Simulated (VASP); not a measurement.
# GaAs (F-43m) in VASP: a series of runs

The runs below take GaAs through single point, relaxation of cell and atoms, with PBEsol.

All numbers are computed with VASP 6.6.1; they aren't measurements. Logs are shortened: lines on timing, memory, paths and dates and some standing lists are left out, and cuts for length are marked.

**1. The cell of the first run**

It takes space group F-43m (No. 216, cubic). Conventional cell: a = 5.658 Å, b = 5.658 Å, c = 5.658 Å, α = 90.00°, β = 90.00°, γ = 90.00°. Ga (site symmetry -43m) has 4 As at 2.45 Å within 3.2 Å. As (site symmetry -43m) has 4 Ga at 2.45 Å within 3.2 Å.

**2. Single point, PBEsol**

Input file INCAR:

```
SYSTEM = GaAs
PREC = Accurate ; ENCUT = 520
EDIFF = 1E-6 ; ISMEAR = 0
SIGMA = 0.05 ; LREAL = .False.
LASPH = .True. ; NELM = 60
ALGO = Normal ; ISIF = 2
LWAVE = .False. ; LCHARG = .False.
GGA = PS ; NBANDS = 16
```

Input file KPOINTS:

```
Automatic mesh
0
Gamma
  10 10 10
  0 0 0
```

Input file POSCAR:

```
GaAs
1.0
    0.0000000000      2.8289295164      2.8289295164
    2.8289295164      0.0000000000      2.8289295164
    2.8289295164      2.8289295164      0.0000000000
Ga As
1 1
Direct
    0.0000000000      0.0000000000      0.0000000000
    0.2500000000      0.2500000000      0.2500000000
```

Potentials or basis: VASP PAW PBE potentials, release 64 (Ga_d, As).

Command:

```bash
> cat potpaw_PBE.64/Ga_d/POTCAR potpaw_PBE.64/As/POTCAR > POTCAR
> mpirun -np 1 vasp_std > vasp.out
```

OUTCAR:

```text
SYSTEM = GaAs
   PREC = Accurate
   ENCUT = 520
   EDIFF = 1E-6
   ISMEAR = 0
   LREAL = .False.
   LASPH = .True.
   NELM = 60
   ISIF = 2
   GGA = PS

 ion  position               nearest neighbor table
   1  0.000  0.000  0.000-   2 2.45   2 2.45   2 2.45   2 2.45
   2  0.250  0.250  0.250-   1 2.45   1 2.45   1 2.45   1 2.45

  LATTYP: Found a face centered cubic cell.
 ALAT       =     5.6578590328

  Lattice vectors:

 A1 = (   0.0000000000,   2.8289295164,   2.8289295164)
 A2 = (   2.8289295164,   0.0000000000,   2.8289295164)
 A3 = (   2.8289295164,   2.8289295164,   0.0000000000)

Analysis of symmetry for initial positions (statically):
=====================================================================
 Subroutine PRICEL returns:
 Original cell was already a primitive cell.

 Routine SETGRP: Setting up the symmetry group for a
 face centered cubic supercell.

 Subroutine GETGRP returns: Found 24 space group operations
 (whereof 24 operations were pure point group operations)
 out of a pool of 48 trial point group operations.

The static configuration has the point symmetry T_d .

Analysis of symmetry for dynamics (positions and initial velocities):
=====================================================================
 Subroutine PRICEL returns:
 Original cell was already a primitive cell.

 Routine SETGRP: Setting up the symmetry group for a
 face centered cubic supercell.

 Subroutine GETGRP returns: Found 24 space group operations
 (whereof 24 operations were pure point group operations)
 out of a pool of 48 trial point group operations.

The dynamic configuration has the point symmetry T_d .

 Subroutine INISYM returns: Found 24 space group operations
 (whereof 24 operations are pure point group operations),
 and found     1 'primitive' translations

----------------------------------------------------------------------------------------

                                     Primitive cell

  volume of cell :      45.2790

  direct lattice vectors                    reciprocal lattice vectors
     0.000000000  2.828929516  2.828929516    -0.176745301  0.176745301  0.176745301
     2.828929516  0.000000000  2.828929516     0.176745301 -0.176745301  0.176745301
     2.828929516  2.828929516  0.000000000     0.176745301  0.176745301 -0.176745301

  length of vectors
     4.000710489  4.000710489  4.000710489     0.306131842  0.306131842  0.306131842

  position of ions in fractional coordinates (direct lattice)
[... 79 lines left out ...]
   EDIFF  = 0.1E-05   stopping-criterion for ELM
   LREAL  =      F    real-space projection
   EDIFFG = 0.1E-04   stopping-criterion for IOM
   NSW    =      0    number of steps for IOM
   IBRION =     -1    ionic relax: 0-MD 1-quasi-New 2-CG
   NFREE  =      0    steps in history (QN), initial steepest desc. (CG)
   ISIF   =      2    stress and relaxation
   ISYM   =      2    0-nonsym 1-usesym 2-fastsym
   POTIM  = 0.5000    time-step for ionic-motion
   TEBEG  =    0.0;   TEEND  =   0.0 temperature during run
   PSTRESS=    0.0 pullay stress
   NELECT =      18.0000    total number of electrons
   NUPDOWN=      -1.0000    fix difference up-down
   EMIN   =  10.00;   EMAX   =-10.00  energy-range for DOS
   EFERMI =   0.00;   METHOD = LEGACY
   ISMEAR =     0;   SIGMA  =   0.05  broadening in eV -4-tet -1-fermi 0-gaus
   EFERMI_NEDOS =   21; number of points for ismear=-14 and -15
   IALGO  =     38    algorithm
   IMIX   =      4    mixing-type and parameters
     AMIX     =   0.40;   BMIX     =  1.00
     AMIX_MAG =   1.60;   BMIX_MAG =  1.00
  volume/ion in A,a.u.               =      22.64       152.78
  Fermi-wavevector in a.u.,A,eV,Ry     =   1.203742  2.274743 19.714783  1.448996
  Thomas-Fermi vector in A             =   2.339487
   LORBIT       =      0    0 simple, 1 ext, 2 COOP (PROOUT), +10 PAW based schemes
   GGA     = PS    functional components
   LHFCALC =     F    Hartree Fock is set to
   AEXX    =    0.0000 exact exchange contribution
   IVDW    =     0    specifies the selected vdW correction
   LEPSILON=     F    determine dielectric tensor
   LRPA    =     F    only Hartree local field effects (RPA)
 non-spin polarized calculation
 Gauss-broadening in eV      SIGMA  =   0.05
  energy-cutoff  :      520.00
  volume of cell :       45.28
 maximum number of plane-waves:      1243
 NGX is ok and might be reduce to    30
   NGX = 15   NGY = 15   NGZ = 15

 number of electron      17.9999993 magnetization

 Free energy of the ion-electron system (eV)
  ---------------------------------------------------
  ext. energy  EPLUGINS =         0.00000000
  ---------------------------------------------------
  free energy    TOTEN  =        -9.09149647 eV

  energy without entropy =       -9.09149647  energy(sigma->0) =       -9.09149647

 E-fermi :   3.9860     XC(G=0):  -9.7632

 val. band max:        3.7831937494   @ k =   0.0000   0.0000   0.0000
 cond. band min:       4.2227725046   @ k =   0.0000   0.0000   0.0000
 fundamental gap:      0.4395787552
 Fermi energy:         3.9859621571

 k-point     1 :       0.0000    0.0000    0.0000
  band No.  band energies     occupation
      1     -10.9868      2.00000
      2     -10.9868      2.00000
      3     -10.9868      2.00000
      4     -10.9072      2.00000
      5     -10.9072      2.00000
      6      -8.9532      2.00000
[... 433 lines left out ...]
      3     -10.9491      2.00000
      4     -10.9252      2.00000
      5     -10.8976      2.00000
      6      -7.2134      2.00000
[... 8 lines left out ...]
     15      16.0231      0.00000
     16      16.4922      0.00000

 [... further k-points ...]

------------------------ aborting loop because EDIFF is reached ----------------------------------------

  FORCE on cell =-STRESS in cart. coord.  units (eV):
  Direction    XX          YY          ZZ          XY          YZ          ZX
  --------------------------------------------------------------------------------------
  -------------------------------------------------------------------------------------
  Total        0.0569223      0.0569223      0.0569223      0.0000000     -0.0000000      0.0000000
  in kB        2.0141709      2.0141709      2.0141709      0.0000000     -0.0000000      0.0000000
  external PRESSURE =       2.0141709 kB  Pullay stress =       0.0000000 kB

 VOLUME and BASIS-vectors are now :
 -----------------------------------------------------------------------------
  energy-cutoff  :      520.00
  volume of cell :       45.28
      direct lattice vectors                 reciprocal lattice vectors
     0.000000000  2.828929516  2.828929516    -0.176745301  0.176745301  0.176745301
     2.828929516  0.000000000  2.828929516     0.176745301 -0.176745301  0.176745301
     2.828929516  2.828929516  0.000000000     0.176745301  0.176745301 -0.176745301

 POSITION                                       TOTAL-FORCE (eV/Angst)
 -----------------------------------------------------------------------------------
      0.00000      0.00000      0.00000         0.000000      0.000000      0.000000
      1.41446      1.41446      1.41446        -0.000000     -0.000000     -0.000000
 -----------------------------------------------------------------------------------
    total drift:                                0.000000      0.000000      0.000000

  FREE ENERGIE OF THE ION-ELECTRON SYSTEM (eV)
  ---------------------------------------------------
  free  energy   TOTEN  =        -9.0914964657 eV

  energy  without entropy=       -9.0914964657  energy(sigma->0) =       -9.09149647
```

OSZICAR:

```text
N       E                     dE             d eps       ncg     rms          rms(c)
DAV:   1     0.861717904819E+02    0.86172E+02   -0.90501E+03  1520   0.154E+03
DAV:   2    -0.224631137882E+01   -0.88418E+02   -0.83289E+02  1744   0.319E+02
DAV:   3    -0.918142021089E+01   -0.69351E+01   -0.69150E+01  1784   0.680E+01
DAV:   4    -0.928855443776E+01   -0.10713E+00   -0.10712E+00  1872   0.942E+00
DAV:   5    -0.929012251311E+01   -0.15681E-02   -0.15680E-02  1904   0.103E+00    0.293E+00
DAV:   6    -0.912459164225E+01    0.16553E+00   -0.22503E-01  2280   0.918E+00    0.173E+00
DAV:   7    -0.909309123364E+01    0.31500E-01   -0.59037E-02  2232   0.202E+00    0.534E-01
DAV:   8    -0.909128268493E+01    0.18085E-02   -0.92321E-03  1856   0.109E+00    0.105E-01
DAV:   9    -0.909144456642E+01   -0.16188E-03   -0.68800E-04  1888   0.324E-01    0.421E-02
DAV:  10    -0.909147582254E+01   -0.31256E-04   -0.51024E-05  2256   0.714E-02    0.226E-02
DAV:  11    -0.909149646577E+01   -0.20643E-04   -0.23833E-05  1696   0.492E-02    0.262E-03
DAV:  12    -0.909149646573E+01    0.43656E-10   -0.78552E-07  1448   0.141E-02
   1 F= -.90914965E+01 E0= -.90914965E+01  d E =-.610139E-11
```

stdout:

```text
POSCAR found type information on POSCAR GaAs
 POSCAR found :  2 types and       2 ions
 scaLAPACK will be used
 -----------------------------------------------------------------------------
|                                                                             |
|                                                                             |
|     You enforced a specific xc type in the INCAR file but a different       |
|     I HOPE YOU KNOW WHAT YOU ARE DOING!                                     |
|                                                                             |
 -----------------------------------------------------------------------------

 LDA part: xc-table for (Slater+PW92), standard interpolation
 POSCAR, INCAR and KPOINTS ok, starting setup
 FFT: planning ... GRIDC
 FFT: planning ... GRID_SOFT
 FFT: planning ... GRID
 WAVECAR not read
 entering main loop
```

Wall time 19 s (1 thread of Intel Xeon Platinum 8488C (Sapphire Rapids), shared host); peak memory 0.19 GiB.

What came out:

```yaml
Free_energy: -9.0915 eV
Pressure: 0.2 GPa
Band_gap_on_the_k_mesh: 0.44 eV, direct
```

Caveat: the PAW data sets were made with another functional, which shifts forces and pressure a little. As with any semilocal functional, this PBEsol gap is likely too small.

**3. Relaxation of cell and atoms, PBEsol**

This run uses another cell than the first one, of 23.77 Å³/atom, 1.050 times its volume.

Input file INCAR:

```
SYSTEM = GaAs
PREC     = Accurate       ! precision mode
ENCUT    = 600            ! plane-wave cutoff, eV
EDIFF    = 1E-6           ! SCF threshold, eV
ISMEAR   = 0              ! smearing method
SIGMA    = 0.05           ! smearing width, eV
LREAL    = .FALSE.        ! projectors in reciprocal space
LASPH    = .TRUE.         ! aspherical terms in the spheres
NELM     = 80             ! most SCF steps
ALGO     = Normal         ! electronic algorithm
ISIF     = 3              ! what is computed and relaxed
LWAVE    = .FALSE.        ! write WAVECAR
LCHARG   = .FALSE.        ! write CHGCAR
GGA      = PS             ! functional
IBRION   = 2              ! ionic algorithm
NSW      = 100            ! ionic steps
EDIFFG   = -0.005         ! ionic threshold
```

Input file KPOINTS:

```
Automatic mesh
0
G
  10 10 10
  0 0 0
```

Input file POSCAR:

```
GaAs
1.0
    0.0000000000      2.8750910496      2.8750910496
    2.8750910496      0.0000000000      2.8750910496
    2.8750910496      2.8750910496      0.0000000000
Ga As
1 1
Direct
    0.0000000000      0.0000000000      0.0000000000
    0.2500000000      0.2500000000      0.2500000000
```

Potentials or basis: VASP PAW PBE potentials, release 64 (Ga_d, As).

Command:

```bash
> cat potpaw_PBE.64/Ga_d/POTCAR potpaw_PBE.64/As/POTCAR > POTCAR
> mpirun -np 1 vasp_std > vasp.out
```

Run time: 32 s. Hardware: 1 thread of Intel Xeon Platinum 8488C (Sapphire Rapids), shared host; peak memory 0.2 GiB.

It converged, with:

- Free energy: -9.0918 eV
- Relaxed volume: 22.70 Å³/atom
- Relaxed cell: a = 4.004 Å, b = 4.004 Å, c = 4.004 Å, α = 60.00°, β = 60.00°, γ = 60.00°
- Space group after relaxing (to 0.05 Å): F-43m (No. 216)
- Energy gained by relaxing: 9.9 meV/atom
- Ionic steps: 3
- Pressure after relaxing: 0.0 GPa
- Band gap on the k mesh: 0.42 eV, direct

Step by step:
```tsv
step	energy change (eV)	largest force (eV/Å)	pressure (GPa)	volume (Å³)
1	0.0000	0.0000	-2.86	47.53
2	-0.0173	0.0000	1.14	44.67
3	-0.0199	0.0000	0.03	45.39
```

Final structure:
```cif
data_structure
_symmetry_space_group_name_H-M 'P 1'
_symmetry_Int_Tables_number 1
_cell_length_a 4.0041
_cell_length_b 4.0041
_cell_length_c 4.0041
_cell_angle_alpha 60.000
_cell_angle_beta 60.000
_cell_angle_gamma 60.000
_cell_volume 45.39
loop_
_atom_site_label
_atom_site_type_symbol
_atom_site_fract_x
_atom_site_fract_y
_atom_site_fract_z
_atom_site_occupancy
Ga1 Ga 0.00000 0.00000 0.00000 1
As1 As 0.25000 0.25000 0.25000 1
```

Levels at points of the mesh, in eV from the valence-band top:
```tsv
k point	band 7	band 8	band 9	band 10	band 11	band 12
(0.00, 0.00, 0.00)	0.00	0.00	0.00	0.42	3.69	3.69
(0.50, 0.00, 0.00)	-6.65	-1.14	-1.14	0.92	4.58	4.58
(0.50, 0.50, 0.00)	-6.83	-2.68	-2.68	1.36	1.57	10.09
```

Caveat: the PAW data sets were made with another functional, which shifts forces and pressure a little. A k mesh can miss the band edges.
